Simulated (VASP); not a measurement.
# ZrB6: relaxation of cell and atoms with PBE

Crystal: ZrB6.

```
Zr B
1.0
     4.00403    0.00000    0.00000
     0.00000    4.00403    0.00000
     0.00000    0.00000    4.00403
Zr B
1 6
Direct
  0.00000 0.00000 0.00000
  0.50000 0.50000 0.20000
  0.50000 0.50000 0.80000
  0.20000 0.50000 0.50000
  0.80000 0.50000 0.50000
  0.50000 0.20000 0.50000
  0.50000 0.80000 0.50000
```

```yaml
Program: VASP 6.6.1
Task: relaxation of cell and atoms
Functional: PBE
Potentials_or_basis: VASP PAW PBE potentials, release 64 (Zr_sv, B)
Cutoff: 600 eV
k_mesh: 4 × 4 × 4
Occupations: gaussian, width 0.1 eV
Spin: no spin polarisation
Dipole_correction: no
Further_INCAR_settings: ALGO = Normal; EDIFF = 1e-07; IBRION = 2; EDIFFG = -0.04; NSW = 90; ISIF = 3
```

* Relaxed volume: 9.49 Å³/atom
* Relaxed cell: a = 4.050 Å, b = 4.050 Å, c = 4.050 Å, α = 90.00°, β = 90.00°, γ = 90.00°
* Space group after relaxing (to 0.05 Å): Pm-3m (No. 221)
* Energy gained by relaxing: 11.5 meV/atom
* Ionic steps: 6
* Pressure after relaxing: 0.0 GPa
* Largest force after relaxing: 0.004 eV/Å
* Band gap on the k mesh: zero (band 15 reaches 9.27 eV, above the bottom of band 16 at 7.69 eV)

Forces in eV/Å, atoms in the order of the input:
```
Zr   0.000  0.000  0.000
B    0.000  0.000  0.004
B    0.000  0.000 -0.004
B    0.004  0.000  0.000
B   -0.004  0.000  0.000
B    0.000  0.004  0.000
B    0.000 -0.004  0.000
```

The path:
| step | energy change (eV) | largest force (eV/Å) | pressure (GPa) | volume (Å³) |
| --- | --- | --- | --- | --- |
| 1 | 0.0000 | 1.0253 | 7.30 | 64.19 |
| 2 | 0.3298 | 3.2076 | -4.65 | 68.16 |
| 3 | -0.0668 | 0.2928 | 2.98 | 65.30 |
| 4 | -0.0668 | 0.2598 | 3.09 | 65.27 |
| 5 | -0.0761 | 0.1330 | -1.72 | 67.11 |
| 6 | -0.0807 | 0.0035 | -0.01 | 66.43 |

Final structure:
```yaml
crystal:
  lattice:
    - [4.04990, 0.00000, 0.00000]
    - [0.00000, 4.04990, 0.00000]
    - [0.00000, 0.00000, 4.04990]
  atoms:
    - { symbol: Zr, position: [0.00000, 0.00000, 0.00000] }
    - { symbol: B, position: [0.50000, 0.50000, 0.19738] }
    - { symbol: B, position: [0.50000, 0.50000, 0.80262] }
    - { symbol: B, position: [0.19738, 0.50000, 0.50000] }
    - { symbol: B, position: [0.80262, 0.50000, 0.50000] }
    - { symbol: B, position: [0.50000, 0.19738, 0.50000] }
    - { symbol: B, position: [0.50000, 0.80262, 0.50000] }
```

Levels at points of the mesh, in eV from the Fermi level:
| k point | band 13 | band 14 | band 15 | band 16 | band 17 | band 18 |
| --- | --- | --- | --- | --- | --- | --- |
| (0.00, 0.00, 0.00) | -2.34 | -2.34 | -0.17 | -0.17 | 1.02 | 1.02 |
| (0.50, 0.00, 0.00) | -3.60 | -3.25 | -1.38 | -0.02 | 0.18 | 0.18 |
| (0.50, 0.50, 0.00) | -3.18 | -3.18 | 0.36 | 0.65 | 1.14 | 1.33 |
| (0.50, 0.50, 0.50) | -2.71 | -2.71 | 0.93 | 0.93 | 1.43 | 1.43 |

Wall time 75 s on 1 thread of AMD EPYC 7R13 Processor (Zen 3), on a shared host, peak memory 0.15 GiB.

Caveat: the k points lie up to 0.39 Å⁻¹ apart in the final cell.
